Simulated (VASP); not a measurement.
A run of VASP 6.6.1 is set up as follows.

File INCAR:

```
SYSTEM = TaSi2
PREC = Accurate
ENCUT = 520
EDIFF = 1E-6
ISMEAR = 0
SIGMA = 0.1
LREAL = .FALSE.
LASPH = .TRUE.
NELM = 60
ALGO = Normal
ISIF = 2
LWAVE = .FALSE.
LCHARG = .TRUE.
GGA = PS
LELF = .TRUE.
LVHAR = .TRUE.
NBANDS = 38
```

The input KPOINTS:

```
Automatic mesh
0
G
  10 10 7
  0 0 0
```

Contents of POSCAR:

```
TaSi2
1.0
    4.7598827269      0.0000000000      0.0000000000
   -2.3799413635      4.1221793606      0.0000000000
    0.0000000000      0.0000000000      6.5581155363
Ta Si
3 6
Direct
    0.5000000000      0.0000000000      0.5000000000
    0.5000000000      0.5000000000      0.8333333333
    0.0000000000      0.5000000000      0.1666666667
    0.1593458566      0.3186917132      0.5000000000
    0.8406541434      0.1593458566      0.8333333333
    0.6813082868      0.8406541434      0.1666666667
    0.8406541434      0.6813082868      0.5000000000
    0.1593458566      0.8406541434      0.8333333333
    0.3186917132      0.1593458566      0.1666666667
```

Potentials or basis: VASP PAW PBE potentials, release 64 (Ta_pv, Si).

Command:

```console
$ cat potpaw_PBE.64/Ta_pv/POTCAR potpaw_PBE.64/Si/POTCAR > POTCAR
$ mpirun -np 1 vasp_std > vasp.out
```

What does it give for the largest force?

0.003 eV/Å.

Predict the pressure.

0.3 GPa.

Stress tensor (GPa, compression positive):
```
0.28 0.00 0.00
0.00 0.28 0.00
0.00 0.00 0.38
```

Caveat: the PAW data sets were made with another functional, which shifts forces and pressure a little.
